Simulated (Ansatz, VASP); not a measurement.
# CdTe in VASP and in Ansatz

File INCAR:

```
SYSTEM = CdTe
ALGO = Normal
EDIFF = 1E-7
ENCUT = 520
GGA = PE
ISIF = 2
ISMEAR = -1
LASPH = .TRUE.
LCHARG = .TRUE.
LELF = .TRUE.
LREAL = .FALSE.
LVHAR = .TRUE.
LWAVE = .FALSE.
NBANDS = 26
NELM = 60
PREC = Accurate
SIGMA = 0.05
```

Contents of KPOINTS:

```
k-points
0
G
  9 9 6
  0 0 0
```

Contents of POSCAR:

```
CdTe
1.0
    3.0039851800     -3.0327168200      0.0000000000
    3.0039851800      3.0327168200      0.0000000000
    0.0000000000      0.0000000000      6.0906520000
Cd Te
2 2
Direct
    0.2770300000      0.7229700000      0.7500000000
    0.7229700000      0.2770300000      0.2500000000
    0.7661370000      0.2338630000      0.7500000000
    0.2338630000      0.7661370000      0.2500000000
```

Input for Ansatz:

```yaml
crystal:
  lattice:
    - [3.00398518, -3.03271682, 0.0]
    - [3.00398518, 3.03271682, 0.0]
    - [0.0, 0.0, 6.090652]
  atoms:
    - { symbol: Cd, position: [0.27703, 0.72297, 0.75] }
    - { symbol: Cd, position: [0.72297, 0.27703, 0.25] }
    - { symbol: Te, position: [0.766137, 0.233863, 0.75] }
    - { symbol: Te, position: [0.233863, 0.766137, 0.25] }
kpoints:
  mp_grid: { grid: [9, 9, 6] }
  band_path:
    path:
      - [0.0, 0.0, 0.0]
      - [-0.5, 0.5, 0.0]
      - [-0.4952854913, 0.5047145087, 0.0]
      - [0.4952854913, 0.4952854913, 0.0]
      - [0.0, 0.0, 0.0]
      - [0.0, 0.0, 0.5]
      - [0.4952854913, 0.4952854913, 0.5]
      - [-0.4952854913, 0.5047145087, 0.5]
      - [-0.5, 0.5, 0.5]
    npoints: 5
scf:
  occupations: { method: fermi_dirac, width: 0.05 }
hamiltonian:
  xc: pbe
  pseudopotentials: { kind: all_electron, lapw: { basis_error: 0.001 } }
output:
  forces: true
  stress: true
  eigenvalues: true
```

Change from the starting cell: equal xx and yy strain of -2 %.

Alike in both runs: task single point; functional PBE; k mesh 9 × 9 × 6; occupations fermi-dirac, width 0.05 eV; no spin polarisation.

|  | VASP | Ansatz |
| --- | --- | --- |
| version | VASP 6.6.1 | Ansatz 0.2.0 |
| potentials or method | VASP PAW PBE potentials, release 64 (Cd, Te), cutoff 520 eV | all-electron LAPW, scalar-relativistic |

|  | VASP | Ansatz | Ansatz less VASP |
| --- | --- | --- | --- |
| pressure (GPa) | 1.9 | 1.8 | -0.17 |
| traceless stress, the component that is largest in VASP (GPa) | -0.49 | -0.47 | +0.015 |
| rms of the force components (eV/Å) | 0.038 | 0.037 | -0.0012 |

Atom by atom the forces differ by 0.003 eV/Å (rms over components). Ansatz ran all-electron here, and VASP with PAW potentials.

Spin-orbit coupling is off throughout.
